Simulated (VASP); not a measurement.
# Ru (Fm-3m) in VASP: notebook, part 2 of 2

VASP 6.6.1.

### 3 Single point, PBE

This run uses another cell than the first one, of 13.83 Å³/atom, 0.985 times its volume.

File INCAR:

```
SYSTEM = Ru
PREC = Accurate
ENCUT = 520
EDIFF = 1E-6
ISMEAR = 0
SIGMA = 0.1
LREAL = .FALSE.
LASPH = .TRUE.
NELM = 100
ALGO = Normal
ISIF = 2
LWAVE = .FALSE.
LCHARG = .TRUE.
GGA = PE
LELF = .TRUE.
LVHAR = .TRUE.
NBANDS = 13
```

File KPOINTS:

```
regular mesh
0
G
  18 18 18
  0 0 0
```

File POSCAR:

```
Ru
1.0
    0.0000000000      1.9050840396      1.9050840396
    1.9050840396      0.0000000000      1.9050840396
    1.9050840396      1.9050840396      0.0000000000
Ru
1
Direct
    0.0000000000      0.0000000000      0.0000000000
```

Potentials or basis: VASP PAW PBE potentials, release 64 (Ru_pv).

Launch:

```bash
> cat potpaw_PBE.64/Ru_pv/POTCAR > POTCAR
> mpirun -np 1 vasp_std > vasp.out
```

OUTCAR:

```text
SYSTEM = Ru
   PREC = Accurate
   ENCUT = 520
   EDIFF = 1E-6
   ISMEAR = 0
   LREAL = .FALSE.
   LASPH = .TRUE.
   NELM = 100
   ISIF = 2
   GGA = PE

 ion  position               nearest neighbor table
   1  0.000  0.000  0.000-

  LATTYP: Found a face centered cubic cell.
 ALAT       =     3.8101680792

  Lattice vectors:

 A1 = (   0.0000000000,   1.9050840396,   1.9050840396)
 A2 = (   1.9050840396,   0.0000000000,   1.9050840396)
 A3 = (   1.9050840396,   1.9050840396,   0.0000000000)

Analysis of symmetry for initial positions (statically):
=====================================================================
 Subroutine PRICEL returns:
 Original cell was already a primitive cell.

 Routine SETGRP: Setting up the symmetry group for a
 face centered cubic supercell.

 Subroutine GETGRP returns: Found 48 space group operations
 (whereof 48 operations were pure point group operations)
 out of a pool of 48 trial point group operations.

The static configuration has the point symmetry O_h .

Analysis of symmetry for dynamics (positions and initial velocities):
=====================================================================
 Subroutine PRICEL returns:
 Original cell was already a primitive cell.

 Routine SETGRP: Setting up the symmetry group for a
 face centered cubic supercell.

 Subroutine GETGRP returns: Found 48 space group operations
 (whereof 48 operations were pure point group operations)
 out of a pool of 48 trial point group operations.

The dynamic configuration has the point symmetry O_h .

 Subroutine INISYM returns: Found 48 space group operations
 (whereof 48 operations are pure point group operations),
 and found     1 'primitive' translations

----------------------------------------------------------------------------------------

                                     Primitive cell

  volume of cell :      13.8284

  direct lattice vectors                    reciprocal lattice vectors
     0.000000000  1.905084040  1.905084040    -0.262455613  0.262455613  0.262455613
     1.905084040  0.000000000  1.905084040     0.262455613 -0.262455613  0.262455613
     1.905084040  1.905084040  0.000000000     0.262455613  0.262455613 -0.262455613

  length of vectors
     2.694195686  2.694195686  2.694195686     0.454586457  0.454586457  0.454586457

  position of ions in fractional coordinates (direct lattice)
     0.000000000  0.000000000  0.000000000

  ion indices of the primitive-cell ions
   primitive index   ion index
                 1           1

----------------------------------------------------------------------------------------

 KPOINTS: regular mesh

Automatic generation of k-mesh.
 Grid dimensions read from file:
 generate k-points for:   18   18   18

 Generating k-lattice:

  Cartesian coordinates                     Fractional coordinates (reciprocal lattice)
    -0.014580867  0.014580867  0.014580867     0.055555556  0.000000000  0.000000000
     0.014580867 -0.014580867  0.014580867     0.000000000  0.055555556  0.000000000
     0.014580867  0.014580867 -0.014580867     0.000000000  0.000000000  0.055555556

  Length of vectors
     0.025254803  0.025254803  0.025254803

  Shift w.r.t. Gamma in fractional coordinates (k-lattice)
     0.000000000  0.000000000  0.000000000

 Subroutine IBZKPT returns following result:
 ===========================================

 Found    195 irreducible k-points:

 Following reciprocal coordinates:
            Coordinates               Weight
  0.000000  0.000000  0.000000      1.000000
  0.055556  0.000000  0.000000      8.000000
  0.111111  0.000000  0.000000      8.000000
  0.166667  0.000000  0.000000      8.000000
  0.222222  0.000000  0.000000      8.000000
  0.277778  0.000000  0.000000      8.000000
[... 16 lines left out ...]
 -0.277778  0.055556  0.000000     24.000000
 -0.222222  0.055556  0.000000     24.000000
 [... further k-points ...]
   k-points           NKPTS =    195   k-points in BZ     NKDIM =    195   number of bands    NBANDS=     13
   number of dos      NEDOS =    301   number of ions     NIONS =      1
   total plane-waves  NPLWV =   8000
   dimension x,y,z NGX =    20 NGY =   20 NGZ =   20
   dimension x,y,z NGXF=    40 NGYF=   40 NGZF=   40
   ions per type =               1
   NGX,Y,Z   is equivalent  to a cutoff of  12.34, 12.34, 12.34 a.u.
   NGXF,Y,Z  is equivalent  to a cutoff of  24.68, 24.68, 24.68 a.u.
 SYSTEM =  Ru
   PREC   = accura    normal or accurate (medium, high low for compatibility)
   ISTART =      0    job   : 0-new  1-cont  2-samecut
   ICHARG =      2    charge: 1-file 2-atom 10-const
   ISPIN  =      1    spin polarized calculation?
   LNONCOLLINEAR =      F non collinear calculations
   LSORBIT =      F    spin-orbit coupling
   LASPH  =      T    aspherical Exc in radial PAW
   ENCUT  =  520.0 eV  38.22 Ry    6.18 a.u.   5.01  5.01  5.01*2*pi/ulx,y,z
   NELM   =    100;   NELMIN=  2; NELMDL= -5     # of ELM steps
   EDIFF  = 0.1E-05   stopping-criterion for ELM
   LREAL  =      F    real-space projection
   EDIFFG = 0.1E-04   stopping-criterion for IOM
   NSW    =      0    number of steps for IOM
   IBRION =     -1    ionic relax: 0-MD 1-quasi-New 2-CG
   NFREE  =      0    steps in history (QN), initial steepest desc. (CG)
   ISIF   =      2    stress and relaxation
   ISYM   =      2    0-nonsym 1-usesym 2-fastsym
   POTIM  = 0.5000    time-step for ionic-motion
   TEBEG  =    0.0;   TEEND  =   0.0 temperature during run
   PSTRESS=    0.0 pullay stress
   NELECT =      14.0000    total number of electrons
   NUPDOWN=      -1.0000    fix difference up-down
   EMIN   =  10.00;   EMAX   =-10.00  energy-range for DOS
   EFERMI =   0.00;   METHOD = LEGACY
   ISMEAR =     0;   SIGMA  =   0.10  broadening in eV -4-tet -1-fermi 0-gaus
   EFERMI_NEDOS =   21; number of points for ismear=-14 and -15
   IALGO  =     38    algorithm
   IMIX   =      4    mixing-type and parameters
     AMIX     =   0.40;   BMIX     =  1.00
     AMIX_MAG =   1.60;   BMIX_MAG =  1.00
  volume/ion in A,a.u.               =      13.83        93.32
  Fermi-wavevector in a.u.,A,eV,Ry     =   1.643842  3.106411 36.765882  2.702216
  Thomas-Fermi vector in A             =   2.733908
   LORBIT       =      0    0 simple, 1 ext, 2 COOP (PROOUT), +10 PAW based schemes
   GGA     = PE    functional components
   LHFCALC =     F    Hartree Fock is set to
   AEXX    =    0.0000 exact exchange contribution
   IVDW    =     0    specifies the selected vdW correction
   LEPSILON=     F    determine dielectric tensor
   LRPA    =     F    only Hartree local field effects (RPA)
 non-spin polarized calculation
 Gauss-broadening in eV      SIGMA  =   0.10
  energy-cutoff  :      520.00
  volume of cell :       13.83
 maximum number of plane-waves:       388
   NGX =  9   NGY =  9   NGZ =  9

 number of electron      14.0000002 magnetization

 Free energy of the ion-electron system (eV)
  ---------------------------------------------------
  ext. energy  EPLUGINS =         0.00000000
  ---------------------------------------------------
  free energy    TOTEN  =        -9.12579108 eV

  energy without entropy =       -9.12070085  energy(sigma->0) =       -9.12324596

 E-fermi :  12.3889     XC(G=0): -14.0041

 val. band max:       12.3730444659   @ k =   0.3333   0.2778   0.0000
 cond. band min:      12.3956747721   @ k =   0.1667   0.0556   0.0000
 fundamental gap:      0.0226303062
 Fermi energy:        12.3888931126

 k-point     1 :       0.0000    0.0000    0.0000
  band No.  band energies     occupation
      1     -29.9976      2.00000
      2     -29.9976      2.00000
      3     -29.9976      2.00000
      4       4.6268      2.00000
      5       9.9173      2.00000
      6       9.9173      2.00000
      7       9.9173      2.00000
      8      12.2979      1.80187
      9      12.2979      1.80187
     10      22.9905      0.00000
     11      27.4959      0.00000
     12      33.1352      0.00000
     13      33.1352      0.00000

 k-point     2 :       0.0556    0.0000    0.0000
  band No.  band energies     occupation
      1     -30.0294      2.00000
      2     -30.0018      2.00000
      3     -30.0018      2.00000
      4       4.7568      2.00000
      5       9.8495      2.00000
      6       9.9718      2.00000
      7       9.9718      2.00000
      8      12.2629      1.92514
      9      12.2629      1.92514
     10      22.9905      0.00000
     11      27.7122      0.00000
[... 339 lines left out ...]
 k-point    24 :      -0.2222    0.0556    0.0000
  band No.  band energies     occupation
      1     -30.4859      2.00000
      2     -30.0954      2.00000
      3     -30.0513      2.00000
      4       6.5104      2.00000
      5       9.4553      2.00000
      6      10.3309      2.00000
      7      10.4013      2.00000
      8      12.0452      2.00000
      9      12.8331      0.00000
     10      22.9903      0.00000
     11      27.8611      0.00000
     12      29.8475      0.00000
     13      35.3275      0.00000

 [... further k-points ...]
[... 5 lines left out ...]
  --------------------------------------------------------------------------------------
  -------------------------------------------------------------------------------------
  Total       -0.0067570     -0.0067570     -0.0067570     -0.0000000      0.0000000      0.0000000
  in kB       -0.7828785     -0.7828785     -0.7828785     -0.0000000      0.0000000      0.0000000
  external PRESSURE =      -0.7828785 kB  Pullay stress =       0.0000000 kB

 VOLUME and BASIS-vectors are now :
 -----------------------------------------------------------------------------
  energy-cutoff  :      520.00
  volume of cell :       13.83
      direct lattice vectors                 reciprocal lattice vectors
     0.000000000  1.905084040  1.905084040    -0.262455613  0.262455613  0.262455613
     1.905084040  0.000000000  1.905084040     0.262455613 -0.262455613  0.262455613
     1.905084040  1.905084040  0.000000000     0.262455613  0.262455613 -0.262455613

 POSITION                                       TOTAL-FORCE (eV/Angst)
 -----------------------------------------------------------------------------------
      0.00000      0.00000      0.00000        -0.000000      0.000000     -0.000000
 -----------------------------------------------------------------------------------
    total drift:                                0.000000      0.000000      0.000000

  FREE ENERGIE OF THE ION-ELECTRON SYSTEM (eV)
  ---------------------------------------------------
  free  energy   TOTEN  =        -9.1257910798 eV

  energy  without entropy=       -9.1207008464  energy(sigma->0) =       -9.12324596
```

Run time: 9.8 s. Hardware: 1 thread of Intel Xeon 6975P-C (Granite Rapids), shared host; peak memory 0.15 GiB.

What came out:

* Free energy: -9.1258 eV
* Pressure: -0.1 GPa
* Band gap on the k mesh: zero (band 7 reaches 14.62 eV, above the bottom of band 8 at 11.28 eV)

### 4 Relaxation of cell and atoms, PBE

File INCAR:

```
  ALGO = Normal
  EDIFF = 1E-7
  EDIFFG = -0.005
  ENCUT = 600
  GGA = PE
  IBRION = 2
  ISIF = 3
  ISMEAR = 0
  LASPH = True
  LCHARG = False
  LREAL = False
  LWAVE = False
  NELM = 80
  NSW = 100
  PREC = Accurate
  SIGMA = 0.1
```

File KPOINTS:

```
k-points
0
Gamma
  18 18 18
```

File POSCAR:

```
Ru
1.0
    0.0000000000      1.9150000000      1.9150000000
    1.9150000000      0.0000000000      1.9150000000
    1.9150000000      1.9150000000      0.0000000000
Ru
1
Direct
    0.0000000000      0.0000000000      0.0000000000
```

Launch:

```bash
> cat potpaw_PBE.64/Ru_pv/POTCAR > POTCAR
> mpirun -np 1 vasp_std > vasp.out
```

It took 28 s on 1 thread of Intel Xeon 6975P-C (Granite Rapids), shared host; peak memory 0.17 GiB.

It converged, with:

```
Free energy                            : -9.1262 eV
Relaxed volume                         : 13.82 Å³/atom
Relaxed cell                           : a = 2.694 Å, b = 2.694 Å, c = 2.694 Å, α = 60.00°, β = 60.00°, γ = 60.00°
Space group after relaxing (to 0.05 Å) : Fm-3m (No. 225)
Energy gained by relaxing              : 3.3 meV/atom
Ionic steps                            : 4
Pressure after relaxing                : 0.0 GPa
Band gap on the k mesh                 : zero (band 7 reaches 14.63 eV, above the bottom of band 8 at 11.29 eV)
```

The path:
| step | energy change (eV) | largest force (eV/Å) | pressure (GPa) | volume (Å³) |
| --- | --- | --- | --- | --- |
| 1 | 0.0000 | 0.0000 | -4.72 | 14.05 |
| 2 | 0.0242 | 0.0000 | 15.36 | 13.22 |
| 3 | -0.0033 | 0.0000 | -0.09 | 13.83 |
| 4 | -0.0033 | 0.0000 | 0.03 | 13.82 |

Final structure:
```
CELL_PARAMETERS angstrom
0.00000 1.90477 1.90477
1.90477 0.00000 1.90477
1.90477 1.90477 0.00000
ATOMIC_POSITIONS crystal
Ru 0.00000 0.00000 0.00000
```

Levels at points of the mesh, in eV from the Fermi level:
| k point | band 5 | band 6 | band 7 | band 8 | band 9 | band 10 |
| --- | --- | --- | --- | --- | --- | --- |
| (0.00, 0.00, 0.00) | -2.47 | -2.47 | -2.47 | -0.09 | -0.09 | 10.60 |
| (0.50, 0.00, 0.00) | -2.59 | -2.59 | 1.05 | 1.73 | 1.73 | 9.91 |
| (0.50, 0.50, 0.00) | -5.72 | 1.69 | 2.23 | 2.23 | 3.65 | 10.60 |

### 5 The runs side by side

| task | cell | k mesh | cutoff (eV) | gap on the mesh (eV) | pressure (GPa) |
| --- | --- | --- | --- | --- | --- |
| single point | a = 2.708 Å, angles 60.0°, 1 atom | 8 × 8 × 8 | 520 | none | -5.5 |
| single point | a = 2.694 Å, angles 60.0°, 1 atom | 18 × 18 × 18 | 520 | none | -0.1 |
| relaxation of cell and atoms | relaxed from a = 2.708 Å, angles 60.0°, 1 atom | 18 × 18 × 18 | 600 | none | 0.0 |

Alike in all rows: level PBE; potentials or basis VASP PAW PBE potentials, release 64 (Ru_pv); no spin polarisation; smearing gaussian 0.1 eV.

Absolute energies hang on the potentials; compare differences alone.
